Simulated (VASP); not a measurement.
Crystal: WS2.

```xyz
3
Lattice="1.5790 0.9116 6.1633 -1.5790 0.9116 6.1633 0.0000 -1.8233 6.1633" Properties=species:S:1:pos:R:3 pbc="T T T"
W     0.0000    0.0000    0.0000
S     0.0000    0.0000   13.8730
S     0.0000    0.0000   10.7427
```

Base run:

* Program: VASP 6.6.1
* Functional: PBE
* Potentials or basis: VASP PAW PBE potentials, release 64 (W_sv, S)
* Cutoff: 520 eV
* k mesh: 7 × 7 × 7
* Occupations: gaussian, width 0.05 eV
* Spin: collinear spin
* Starting moments: [2.0, 0.0, 0.0] μB
* Hubbard terms: W d U = 4.0 eV

Its results: pressure 8.0 GPa; largest force 0.901 eV/Å.

Q: The run is repeated on the same cell with these changes: moments at the start from [2.0, 0.0, 0.0] to [1.03, 0.01, 0.0]; fixed moment from none to 1.5 μB. What comes out?

A: Pressure 16.9 GPa; site moments W +1.12; S +0.03, +0.04 μB; largest force 1.441 eV/Å.

Caveats: the cell stands under pressure; the total moment is fixed, so each spin has its own Fermi level (at least some runs); forces of over 1 eV/Å act on the atoms, so gaps and moduli don't describe the material at rest (at least some runs).
